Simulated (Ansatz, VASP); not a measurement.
## One calculation of BN, two programs

POSCAR

```
BN
1.0
    0.0000000000      1.8048137555      1.8048137555
    1.8048137555      0.0000000000      1.8048137555
    1.8048137555      1.8048137555      0.0000000000
B N
1 1
Direct
   -0.0361197502      0.0590398239      0.0189903136
    0.7861197502      0.6909601761      0.7310096864
```

Contents of INCAR.step1:

```
SYSTEM = BN
PREC = Accurate
ENCUT = 520
ISMEAR = 0
SIGMA = 0.05
LREAL = .FALSE.
LASPH = .TRUE.
NELM = 100
NBANDS = 11
GGA = PE
ALGO = Normal
EDIFF = 1E-4
LWAVE = .TRUE.
LCHARG = .FALSE.
```

File INCAR.step2:

```
SYSTEM = BN
PREC = Accurate
ENCUT = 520
EDIFF = 1E-6
ISMEAR = 0
SIGMA = 0.05
LREAL = .FALSE.
LASPH = .TRUE.
NELM = 100
ALGO = Normal
ISIF = 2
LWAVE = .FALSE.
LCHARG = .FALSE.
METAGGA = R2SCAN
LMIXTAU = .TRUE.
NBANDS = 11
ISTART = 1
```

The input KPOINTS:

```
Automatic mesh
0
G
  10 10 10
  0 0 0
```

Input for Ansatz:

```yaml
crystal:
  lattice:
    - [0.0, 1.8048137555, 1.8048137555]
    - [1.8048137555, 0.0, 1.8048137555]
    - [1.8048137555, 1.8048137555, 0.0]
  atoms:
    - { symbol: B, position: [-0.0361197502, 0.0590398239, 0.0189903136] }
    - { symbol: "N", position: [0.7861197502, 0.6909601761, 0.7310096864] }
basis:
  ecutwfc: 500
kpoints:
  mp_grid: { grid: [10, 10, 10] }
hamiltonian:
  xc: r2scan
scf:
  occupations: { method: gaussian, width: 0.05 }
output:
  forces: true
  stress: true
  eigenvalues: true
  write_density: true
  write_potential: true
  elf: true
  volumetric_format: npy
```

Change from the starting cell: atom 1 moved 0.30 Å.

Alike in both runs: task single point; functional r2SCAN; k mesh 10 × 10 × 10; occupations gaussian, width 0.05 eV; no spin polarisation.

|  | VASP | Ansatz |
| --- | --- | --- |
| version | VASP 6.6.1 | Ansatz 0.2.0 |
| potentials or method | VASP PAW PBE potentials, release 64 (B, N), cutoff 520 eV | scalar-relativistic, plane waves, PAW |
| valence electrons in the cell | 8 | 8 |

|  | VASP | Ansatz | Ansatz less VASP |
| --- | --- | --- | --- |
| gap on the k mesh at the Fermi level (eV) | 2.59 | 2.59 | -0.001 |
| least direct gap on the mesh (eV) | 7.21 | 7.21 | +0.001 |
| rms of the force components (eV/Å) | 4.922 | 4.940 | +0.0174 |

VASP's potentials were made for PBE, not for r2SCAN. Atom by atom the forces differ by 0.018 eV/Å (rms over components).
